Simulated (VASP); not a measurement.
BP: single point with PBE

BP:

```
B P
1.0
     3.20394    0.00000    0.00000
    -1.60197    2.77469    0.00000
     0.00000    0.00000    8.46663
B P
2 2
Direct
  0.33333 0.66667 0.25000
  0.66667 0.33333 0.75000
  0.66667 0.33333 0.25000
  0.33333 0.66667 0.75000
```

```json
{"Program": "VASP 6.6.1", "Task": "single point", "Functional": "PBE", "Potentials or basis": "VASP PAW PBE potentials, release 64 (B, P)", "Cutoff": "520 eV", "k mesh": "6 × 6 × 2", "Occupations": "gaussian, width 0.01 eV", "Spin": "no spin polarisation"}
```

```yaml
Pressure: 1.0 GPa
Band_gap_on_the_k_mesh: 0.87 eV, direct
```

Stress tensor (GPa, compression positive):
```
1.23 0.00 0.00
0.00 1.23 0.00
0.00 0.00 0.56
```

Levels at points of the mesh, in eV from the valence-band top:
| k point | band 4 | band 5 | band 6 | band 7 | band 8 | band 9 | band 10 | band 11 | band 12 | band 13 |
| --- | --- | --- | --- | --- | --- | --- | --- | --- | --- | --- |
| (0.00, 0.00, 0.00) | -3.52 | -1.64 | -1.64 | -1.61 | -1.61 | 3.41 | 4.67 | 4.67 | 4.74 | 4.74 |
| (0.50, 0.00, 0.00) | -8.29 | -3.64 | -3.60 | -1.49 | -0.59 | 0.98 | 2.06 | 2.81 | 2.97 | 7.37 |
| (0.00, 0.00, 0.50) | -4.19 | -1.62 | -1.62 | -1.62 | -1.62 | 4.71 | 4.71 | 4.71 | 4.71 | 5.02 |
| (0.50, 0.00, 0.50) | -8.33 | -3.62 | -3.62 | -1.07 | -1.07 | 1.45 | 1.45 | 2.89 | 2.89 | 8.47 |

Wall time 16 s on 1 thread of Intel(R) Xeon(R) Platinum 8259CL CPU @ 2.50GHz (Skylake/Cascade Lake), on a shared host, peak memory 0.18 GiB.

Caveat: this functional lacks dispersion, which binds the layers, so the pressure and a relaxed spacing across them are unreliable. As with any semilocal functional, this PBE gap is likely too small.
